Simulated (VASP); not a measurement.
Input of a VASP 6.6.1 run:

The input INCAR:

```
PREC = Accurate ; ENCUT = 520
EDIFF = 1E-7 ; ISMEAR = 0
SIGMA = 0.15 ; LREAL = False
LASPH = True ; NELM = 150
ALGO = Normal ; ISIF = 2
LWAVE = False ; LCHARG = False
ISPIN = 2 ; MAGMOM = 2.44
LORBIT = 11 ; LMAXMIX = 4
GGA = PE ; NBANDS = 14
```

The input KPOINTS:

```
Automatic mesh
0
Gamma
  10 10 10
```

POSCAR

```
Fe
1.0
   -1.4677340298      1.4157750842      1.5148793401
    1.4677340298     -1.4157750842      1.5148793401
    1.4677340298      1.4157750842     -1.5148793401
Fe
1
Direct
    0.0000000000      0.0000000000      0.0000000000
```

Potentials or basis: VASP PAW PBE potentials, release 64 (Fe).

Command:

```bash
$ cat potpaw_PBE.64/Fe/POTCAR > POTCAR
$ mpirun -np 1 vasp_std > vasp.out
```

Estimate the net moment.

2.41 μB per cell.

What does it give for the pressure?

-13.6 GPa.

Estimate the site moments.

Fe +2.43 μB.

Stress tensor (GPa, compression positive):
```
-14.11   0.00   0.00
  0.00 -11.68   0.00
  0.00   0.00 -15.09
```

Caveat: the cell differs from its parent crystal (normal strain along x +0.0367, normal strain along z +0.0700).
